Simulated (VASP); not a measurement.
Ta2Si2O, 5 atoms in the cell. The cell holds a sheet with vacuum, 5 atoms: a = 4.080 Å, b = 4.080 Å, c = 19.000 Å, α = 90.00°, β = 90.00°, γ = 90.00°. 

| Item | Value |
| --- | --- |
| Program | VASP 6.6.1 |
| Task | single point |
| Functional | PBE |
| Potentials or basis | VASP PAW PBE potentials, release 64 (Ta_pv, Si, O) |
| Cutoff | 520 eV |
| k mesh | 4 × 4 × 1 |
| Occupations | gaussian, width 0.1 eV |
| Spin | collinear spin, ferromagnetic start |
| Starting moments | [1.0, 1.0, 0.0, 0.0, 0.0] μB |
| Dipole correction | yes |
| Further INCAR settings | ALGO = Normal; EDIFF = 1e-06; NBANDS = 30 |

Potentials or basis: VASP PAW PBE potentials, release 64 (Ta_pv, Si, O).

The run is started by

```sh
$ cat potpaw_PBE.64/Ta_pv/POTCAR potpaw_PBE.64/Si/POTCAR potpaw_PBE.64/O/POTCAR > POTCAR
$ mpirun -np 1 vasp_std > vasp.out
```

Hardware: 1 thread of Intel Xeon 8259CL, with other jobs on the host.

**Question.** How long does it take, and how much memory?

**Answer.** Run time: 5.9 min on 1 thread of Intel Xeon 8259CL, with other jobs on the host, peak memory 0.5 GiB. Counts: scf iterations 27, k points 6.
